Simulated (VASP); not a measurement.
# Be2Au (P6/mmm) in VASP: notebook

Be2Au is run at these levels: PBE; tasks: single point.

Everything below comes from runs of VASP 6.6.1. Logs are shortened: lines on timing, memory, paths and dates and some standing lists are left out, and cuts for length are marked.

## 1. The cell of the first run

It takes space group P6/mmm (No. 191, hexagonal). Conventional cell: a = 3.229 Å, b = 3.229 Å, c = 3.487 Å, α = 90.00°, β = 90.00°, γ = 120.00°. Be (site symmetry -6m2) has 3 Be at 1.86 Å and 6 Au at 2.55 Å within 2.6 Å. Within 3.5 Å of Au (site symmetry 6/mmm) lie 12 Be at 2.55 Å and 8 Au at 3.23 to 3.49 Å.

## 2. Single point, PBE

INCAR reads:

```
SYSTEM = Be2Au
PREC = Accurate
ENCUT = 520
EDIFF = 1E-6
ISMEAR = 0
SIGMA = 0.1
LREAL = .False.
LASPH = .True.
NELM = 80
ALGO = Normal
ISIF = 2
LWAVE = .False.
LCHARG = .False.
GGA = PE
NBANDS = 14
```

KPOINTS reads:

```
Automatic mesh
0
Gamma
  6 6 6
  0 0 0
```

POSCAR reads:

```
Be2Au
1.0
    3.2292254094      0.0000000000      0.0000000000
   -1.6146127047      2.7965912391      0.0000000000
    0.0000000000      0.0000000000      3.4867051763
Be Au
2 1
Direct
    0.3333333333      0.6666666667      0.5000000000
    0.6666666667      0.3333333333      0.5000000000
    0.0000000000      0.0000000000      0.0000000000
```

Potentials or basis: VASP PAW PBE potentials, release 64 (Be, Au).

The run is started by

```
> cat potpaw_PBE.64/Be/POTCAR potpaw_PBE.64/Au/POTCAR > POTCAR
> mpirun -np 1 vasp_std > vasp.out
```

OUTCAR:

```text
SYSTEM = Be2Au
   PREC = Accurate
   ENCUT = 520
   EDIFF = 1E-6
   ISMEAR = 0
   LREAL = .False.
   LASPH = .True.
   NELM = 80
   ISIF = 2
   GGA = PE

 ion  position               nearest neighbor table
   1  0.333  0.667  0.500-   2 1.86   2 1.86   2 1.86   3 2.55   3 2.55   3 2.55   3 2.55   3 2.55
                             3 2.55
   2  0.667  0.333  0.500-   1 1.86   1 1.86   1 1.86   3 2.55   3 2.55   3 2.55   3 2.55   3 2.55
                             3 2.55
   3  0.000  0.000  0.000-   1 2.55   2 2.55   1 2.55   2 2.55   2 2.55   2 2.55   1 2.55   1 2.55
                             2 2.55   2 2.55   1 2.55   1 2.55

  LATTYP: Found a hexagonal cell.
 ALAT       =     3.2292254094
 C/A-ratio  =     1.0797342193

  Lattice vectors:

 A1 = (   3.2292254094,   0.0000000000,   0.0000000000)
 A2 = (  -1.6146127047,   2.7965912391,   0.0000000000)
 A3 = (   0.0000000000,   0.0000000000,   3.4867051763)

Analysis of symmetry for initial positions (statically):
=====================================================================
 Subroutine PRICEL returns:
 Original cell was already a primitive cell.

 Routine SETGRP: Setting up the symmetry group for a
 hexagonal supercell.

 Subroutine GETGRP returns: Found 24 space group operations
 (whereof 24 operations were pure point group operations)
 out of a pool of 24 trial point group operations.

The static configuration has the point symmetry D_6h.

Analysis of symmetry for dynamics (positions and initial velocities):
=====================================================================
 Subroutine PRICEL returns:
 Original cell was already a primitive cell.

 Routine SETGRP: Setting up the symmetry group for a
 hexagonal supercell.

 Subroutine GETGRP returns: Found 24 space group operations
 (whereof 24 operations were pure point group operations)
 out of a pool of 24 trial point group operations.

The dynamic configuration has the point symmetry D_6h.

 Subroutine INISYM returns: Found 24 space group operations
 (whereof 24 operations are pure point group operations),
 and found     1 'primitive' translations

----------------------------------------------------------------------------------------

                                     Primitive cell

  volume of cell :      31.4878

  direct lattice vectors                    reciprocal lattice vectors
     3.229225409  0.000000000  0.000000000     0.309671786  0.178789089  0.000000000
    -1.614612705  2.796591239  0.000000000     0.000000000  0.357578178  0.000000000
     0.000000000  0.000000000  3.486705176     0.000000000  0.000000000  0.286803716

  length of vectors
     3.229225409  3.229225409  3.486705176     0.357578178  0.357578178  0.286803716

  position of ions in fractional coordinates (direct lattice)
     0.333333333  0.666666667  0.500000000
     0.666666667  0.333333333  0.500000000
     0.000000000  0.000000000  0.000000000

  ion indices of the primitive-cell ions
   primitive index   ion index
                 1           1
                 2           2
                 3           3

----------------------------------------------------------------------------------------

 KPOINTS: Automatic mesh

Automatic generation of k-mesh.
 Grid dimensions read from file:
 generate k-points for:    6    6    6

 Generating k-lattice:

  Cartesian coordinates                     Fractional coordinates (reciprocal lattice)
     0.051611964  0.029798182  0.000000000     0.166666667 -0.000000000  0.000000000
     0.000000000  0.059596363  0.000000000     0.000000000  0.166666667  0.000000000
     0.000000000  0.000000000  0.047800619     0.000000000  0.000000000  0.166666667

  Length of vectors
     0.059596363  0.059596363  0.047800619

  Shift w.r.t. Gamma in fractional coordinates (k-lattice)
     0.000000000  0.000000000  0.000000000

 Subroutine IBZKPT returns following result:
 ===========================================

 Found     28 irreducible k-points:

 Following reciprocal coordinates:
            Coordinates               Weight
  0.000000  0.000000  0.000000      1.000000
  0.166667 -0.000000  0.000000      6.000000
  0.333333 -0.000000  0.000000      6.000000
  0.500000 -0.000000  0.000000      3.000000
  0.166667  0.166667  0.000000      6.000000
  0.333333  0.166667  0.000000     12.000000
[... 16 lines left out ...]
  0.166667 -0.000000  0.500000      6.000000
  0.333333 -0.000000  0.500000      6.000000
 [... further k-points ...]
   k-points           NKPTS =     28   k-points in BZ     NKDIM =     28   number of bands    NBANDS=     14
   number of dos      NEDOS =    301   number of ions     NIONS =      3
   total plane-waves  NPLWV =  16128
   dimension x,y,z NGX =    24 NGY =   24 NGZ =   28
   dimension x,y,z NGXF=    48 NGYF=   48 NGZF=   56
   ions per type =               2   1
   NGX,Y,Z   is equivalent  to a cutoff of  12.36, 12.36, 13.35 a.u.
   NGXF,Y,Z  is equivalent  to a cutoff of  24.71, 24.71, 26.70 a.u.
 SYSTEM =  Be2Au
   PREC   = accura    normal or accurate (medium, high low for compatibility)
   ISTART =      0    job   : 0-new  1-cont  2-samecut
   ICHARG =      2    charge: 1-file 2-atom 10-const
   ISPIN  =      1    spin polarized calculation?
   LNONCOLLINEAR =      F non collinear calculations
   LSORBIT =      F    spin-orbit coupling
   LASPH  =      T    aspherical Exc in radial PAW
   ENCUT  =  520.0 eV  38.22 Ry    6.18 a.u.   6.00  6.00  6.48*2*pi/ulx,y,z
   NELM   =     80;   NELMIN=  2; NELMDL= -5     # of ELM steps
   EDIFF  = 0.1E-05   stopping-criterion for ELM
   LREAL  =      F    real-space projection
   EDIFFG = 0.1E-04   stopping-criterion for IOM
   NSW    =      0    number of steps for IOM
   IBRION =     -1    ionic relax: 0-MD 1-quasi-New 2-CG
   NFREE  =      0    steps in history (QN), initial steepest desc. (CG)
   ISIF   =      2    stress and relaxation
   ISYM   =      2    0-nonsym 1-usesym 2-fastsym
   POTIM  = 0.5000    time-step for ionic-motion
   TEBEG  =    0.0;   TEEND  =   0.0 temperature during run
   PSTRESS=    0.0 pullay stress
   NELECT =      15.0000    total number of electrons
   NUPDOWN=      -1.0000    fix difference up-down
   EMIN   =  10.00;   EMAX   =-10.00  energy-range for DOS
   EFERMI =   0.00;   METHOD = LEGACY
   ISMEAR =     0;   SIGMA  =   0.10  broadening in eV -4-tet -1-fermi 0-gaus
   EFERMI_NEDOS =   21; number of points for ismear=-14 and -15
   IALGO  =     38    algorithm
   IMIX   =      4    mixing-type and parameters
     AMIX     =   0.40;   BMIX     =  1.00
     AMIX_MAG =   1.60;   BMIX_MAG =  1.00
  volume/ion in A,a.u.               =      10.50        70.83
  Fermi-wavevector in a.u.,A,eV,Ry     =   1.278570  2.416146 22.241993  1.634740
  Thomas-Fermi vector in A             =   2.411105
   LORBIT       =      0    0 simple, 1 ext, 2 COOP (PROOUT), +10 PAW based schemes
   GGA     = PE    functional components
   LHFCALC =     F    Hartree Fock is set to
   AEXX    =    0.0000 exact exchange contribution
   IVDW    =     0    specifies the selected vdW correction
   LEPSILON=     F    determine dielectric tensor
   LRPA    =     F    only Hartree local field effects (RPA)
 non-spin polarized calculation
 Gauss-broadening in eV      SIGMA  =   0.10
  energy-cutoff  :      520.00
  volume of cell :       31.49
 maximum number of plane-waves:       870
   NGX = 13   NGY = 13   NGZ = 13

 number of electron      14.9999998 magnetization

 Free energy of the ion-electron system (eV)
  ---------------------------------------------------
  ext. energy  EPLUGINS =         0.00000000
  ---------------------------------------------------
  free energy    TOTEN  =        -8.75350079 eV

  energy without entropy =       -8.74293895  energy(sigma->0) =       -8.74821987

 E-fermi :   9.6327     XC(G=0): -11.9134

 val. band max:        9.5927271144   @ k =   0.1667   0.1667   0.1667
 cond. band min:       9.6870634313   @ k =   0.3333  -0.0000   0.1667
 fundamental gap:      0.0943363169
 Fermi energy:         9.6327050016

 k-point     1 :       0.0000    0.0000    0.0000
  band No.  band energies     occupation
      1      -2.0962      2.00000
      2       2.4804      2.00000
      3       3.3059      2.00000
      4       3.3059      2.00000
      5       4.3217      2.00000
      6       4.3217      2.00000
      7       7.7911      2.00000
      8      12.7744      0.00000
      9      12.7744      0.00000
     10      15.1853      0.00000
     11      15.1853      0.00000
     12      15.3677      0.00000
     13      18.6551      0.00000
     14      21.4393      0.00000

 k-point     2 :       0.1667   -0.0000    0.0000
  band No.  band energies     occupation
      1      -1.6062      2.00000
      2       2.6630      2.00000
      3       3.0851      2.00000
      4       3.6447      2.00000
      5       3.6900      2.00000
      6       4.2518      2.00000
      7       9.0432      2.00000
      8      10.4880      0.00000
      9      10.9603      0.00000
     10      15.1790      0.00000
     11      16.7147      0.00000
     12      17.8204      0.00000
     13      19.3268      0.00000
     14      19.5415      0.00000

 k-point     3 :       0.3333   -0.0000    0.0000
  band No.  band energies     occupation
      1      -0.3823      2.00000
      2       2.5863      2.00000
      3       2.9145      2.00000
      4       3.1865      2.00000
      5       4.1155      2.00000
      6       4.4860      2.00000
      7       7.6589      2.00000
      8       9.0604      2.00000
      9      11.4931      0.00000
     10      15.3221      0.00000
     11      16.8777      0.00000
     12      16.9596      0.00000
     13      19.7354      0.00000
     14      22.0451      0.00000
[... 324 lines left out ...]
 k-point    23 :       0.1667   -0.0000    0.5000
  band No.  band energies     occupation
      1       0.8572      2.00000
      2       1.2456      2.00000
      3       3.4272      2.00000
      4       3.4762      2.00000
      5       3.8744      2.00000
      6       3.9682      2.00000
      7       4.6575      2.00000
      8      11.1696      0.00000
      9      11.6473      0.00000
     10      16.6055      0.00000
     11      18.0389      0.00000
     12      19.1751      0.00000
     13      20.4150      0.00000
     14      20.9679      0.00000

 k-point    24 :       0.3333   -0.0000    0.5000
  band No.  band energies     occupation
      1       1.0500      2.00000
      2       2.0249      2.00000
      3       3.0426      2.00000
      4       3.8068      2.00000
      5       4.0870      2.00000
      6       4.7015      2.00000
      7       4.8537      2.00000
      8      10.5897      0.00000
      9      11.7331      0.00000
     10      12.0390      0.00000
     11      16.7707      0.00000
     12      18.2040      0.00000
     13      18.9673      0.00000
     14      23.1876      0.00000

 [... further k-points ...]

------------------------ aborting loop because EDIFF is reached ----------------------------------------

  FORCE on cell =-STRESS in cart. coord.  units (eV):
  Direction    XX          YY          ZZ          XY          YZ          ZX
  --------------------------------------------------------------------------------------
  -------------------------------------------------------------------------------------
  Total        7.0355046      7.0355046     -2.0635520      0.0000000      0.0000000      0.0000000
  in kB      357.9837004    357.9837004   -104.9985769      0.0000000      0.0000000      0.0000000
  external PRESSURE =     203.6562746 kB  Pullay stress =       0.0000000 kB

 VOLUME and BASIS-vectors are now :
 -----------------------------------------------------------------------------
  energy-cutoff  :      520.00
  volume of cell :       31.49
      direct lattice vectors                 reciprocal lattice vectors
     3.229225409  0.000000000  0.000000000     0.309671786  0.178789089  0.000000000
    -1.614612705  2.796591239  0.000000000     0.000000000  0.357578178  0.000000000
     0.000000000  0.000000000  3.486705176     0.000000000  0.000000000  0.286803716

 POSITION                                       TOTAL-FORCE (eV/Angst)
 -----------------------------------------------------------------------------------
     -0.00000      1.86439      1.74335        -0.000000      0.000000      0.000000
      1.61461      0.93220      1.74335         0.000000      0.000000      0.000000
      0.00000      0.00000      0.00000        -0.000000      0.000000      0.000000
 -----------------------------------------------------------------------------------
    total drift:                               -0.000000      0.000000     -0.000000

  FREE ENERGIE OF THE ION-ELECTRON SYSTEM (eV)
  ---------------------------------------------------
  free  energy   TOTEN  =        -8.7535007866 eV

  energy  without entropy=       -8.7429389460  energy(sigma->0) =       -8.74821987
```

Run time: 24 s. Hardware: 1 thread of Oxide Virtual Turin-like, shared host; peak memory 0.11 GiB.

What came out:

* Free energy: -8.7535 eV
* Pressure: 20.4 GPa
* Band gap on the k mesh: zero (an odd number of electrons rules out a gap without spin polarisation)

Stress tensor (GPa, compression positive):
```
 35.80   0.00   0.00
  0.00  35.80   0.00
  0.00   0.00 -10.50
```

Caveat: the k points lie up to 0.37 Å⁻¹ apart, too coarse for converged energies and pressures of a metal; spin-orbit coupling is left out, which moves the levels of the heavy elements.

## 3. Single point, PBE

This run uses another cell than the first one, of 11.56 Å³/atom.

INCAR reads:

```
SYSTEM = Be2Au
  PREC = Accurate
  ENCUT = 520
  EDIFF = 1E-6
  ISMEAR = 0
  SIGMA = 0.1
  LREAL = .False.
  LASPH = .True.
  NELM = 60
  ALGO = Normal
  ISIF = 2
  LWAVE = .False.
  LCHARG = .False.
  GGA = PE
  NBANDS = 14
```

KPOINTS is that of step 2.

POSCAR reads:

```
Be2Au
1.0
    3.8563827862      0.0000000000      0.0000000000
   -1.9281913931      3.3397254595      0.0000000000
    0.0000000000      0.0000000000      2.6920714606
Be Au
2 1
Direct
    0.3333333333      0.6666666667      0.5000000000
    0.6666666667      0.3333333333      0.5000000000
    0.0000000000      0.0000000000      0.0000000000
```

Potentials or basis: VASP PAW PBE potentials, release 64 (Be, Au).

The run is started by

```
> cat potpaw_PBE.64/Be/POTCAR potpaw_PBE.64/Au/POTCAR > POTCAR
> mpirun -np 1 vasp_std > vasp.out
```

OUTCAR:

```text
SYSTEM = Be2Au
   PREC = Accurate
   ENCUT = 520
   EDIFF = 1E-6
   ISMEAR = 0
   LREAL = .False.
   LASPH = .True.
   NELM = 60
   ISIF = 2
   GGA = PE

 ion  position               nearest neighbor table
   1  0.333  0.667  0.500-   2 2.23   2 2.23   2 2.23   3 2.60   3 2.60   3 2.60   3 2.60   3 2.60
                             3 2.60
   2  0.667  0.333  0.500-   1 2.23   1 2.23   1 2.23   3 2.60   3 2.60   3 2.60   3 2.60   3 2.60
                             3 2.60
   3  0.000  0.000  0.000-   1 2.60   2 2.60   1 2.60   2 2.60   1 2.60   1 2.60   2 2.60   2 2.60
                             2 2.60   2 2.60   1 2.60   1 2.60

  LATTYP: Found a hexagonal cell.
 ALAT       =     3.8563827862
 C/A-ratio  =     0.6980820136

  Lattice vectors:

 A1 = (   3.8563827862,   0.0000000000,   0.0000000000)
 A2 = (  -1.9281913931,   3.3397254595,   0.0000000000)
 A3 = (   0.0000000000,   0.0000000000,   2.6920714606)

Analysis of symmetry for initial positions (statically):
=====================================================================
 Subroutine PRICEL returns:
 Original cell was already a primitive cell.

 Routine SETGRP: Setting up the symmetry group for a
 hexagonal supercell.
[... 188 lines left out ...]
     10      11.2744      0.00000
     11      12.5247      0.00000
     12      14.2027      0.00000
     13      16.3101      0.00000
     14      21.1465      0.00000
[... 377 lines left out ...]
      1       0.6478      2.00000
      2       1.2879      2.00000
      3       2.0566      2.00000
      4       3.1034      2.00000
      5       3.4774      2.00000
      6       4.6994      2.00000
      7       6.6860      2.00000
      8      10.2702      0.00000
      9      10.2988      0.00000
     10      11.3436      0.00000
     11      14.4216      0.00000
     12      14.4324      0.00000
     13      14.9597      0.00000
     14      18.9165      0.00000

 [... further k-points ...]

------------------------ aborting loop because EDIFF is reached ----------------------------------------

  FORCE on cell =-STRESS in cart. coord.  units (eV):
  Direction    XX          YY          ZZ          XY          YZ          ZX
  --------------------------------------------------------------------------------------
  -------------------------------------------------------------------------------------
  Total       -0.0258219     -0.0258219     -0.0932560      0.0000000      0.0000000      0.0000000
  in kB       -1.1932211     -1.1932211     -4.3093332      0.0000000      0.0000000      0.0000000
  external PRESSURE =      -2.2319251 kB  Pullay stress =       0.0000000 kB

 VOLUME and BASIS-vectors are now :
 -----------------------------------------------------------------------------
  energy-cutoff  :      520.00
  volume of cell :       34.67
      direct lattice vectors                 reciprocal lattice vectors
     3.856382786  0.000000000  0.000000000     0.259310358  0.149712905  0.000000000
    -1.928191393  3.339725459  0.000000000     0.000000000  0.299425810  0.000000000
     0.000000000  0.000000000  2.692071461     0.000000000  0.000000000  0.371461165

 POSITION                                       TOTAL-FORCE (eV/Angst)
 -----------------------------------------------------------------------------------
     -0.00000      2.22648      1.34604         0.000000      0.000000     -0.000000
      1.92819      1.11324      1.34604        -0.000000     -0.000000      0.000000
      0.00000      0.00000      0.00000         0.000000      0.000000      0.000000
 -----------------------------------------------------------------------------------
    total drift:                                0.000000     -0.000000      0.000000

  FREE ENERGIE OF THE ION-ELECTRON SYSTEM (eV)
  ---------------------------------------------------
  free  energy   TOTEN  =       -10.5237629565 eV

  energy  without entropy=      -10.5176568083  energy(sigma->0) =      -10.52070988
```

stdout:

```text
POSCAR found type information on POSCAR BeAu
 POSCAR found :  2 types and       3 ions
 scaLAPACK will be used
 LDA part: xc-table for (Slater+PW92), standard interpolation
 POSCAR, INCAR and KPOINTS ok, starting setup
 FFT: planning ... GRIDC
 FFT: planning ... GRID_SOFT
 FFT: planning ... GRID
 WAVECAR not read
 entering main loop
```

Run time: 26 s. Hardware: 1 thread of Oxide Virtual Turin-like, shared host; peak memory 0.11 GiB.

What came out:

```
Free energy            : -10.5238 eV
Pressure               : -0.2 GPa
Band gap on the k mesh : zero (an odd number of electrons rules out a gap without spin polarisation)
```

Levels at points of the mesh, in eV from the Fermi level:
```
           k point  band 4  band 5  band 6  band 7  band 8  band 9  band 10  band 11
(0.00, 0.00, 0.00)   -6.75   -4.36   -4.36    1.72    1.72    2.69     2.69     3.94
(0.50, 0.00, 0.00)   -5.42   -5.12   -4.64   -4.40   -2.90    3.74     9.01     9.15
(0.00, 0.00, 0.50)   -5.54   -5.54   -5.42   -1.23    1.67    1.67     3.84     9.38
(0.50, 0.00, 0.50)   -4.94   -4.23   -3.46   -3.08    0.70    1.70     3.13     5.20
```

Caveat: the k points lie up to 0.39 Å⁻¹ apart, too coarse for converged energies and pressures of a metal; spin-orbit coupling is left out, which moves the levels of the heavy elements.

The gap in the log of VASP goes by the Fermi energy; the results here count the filled bands.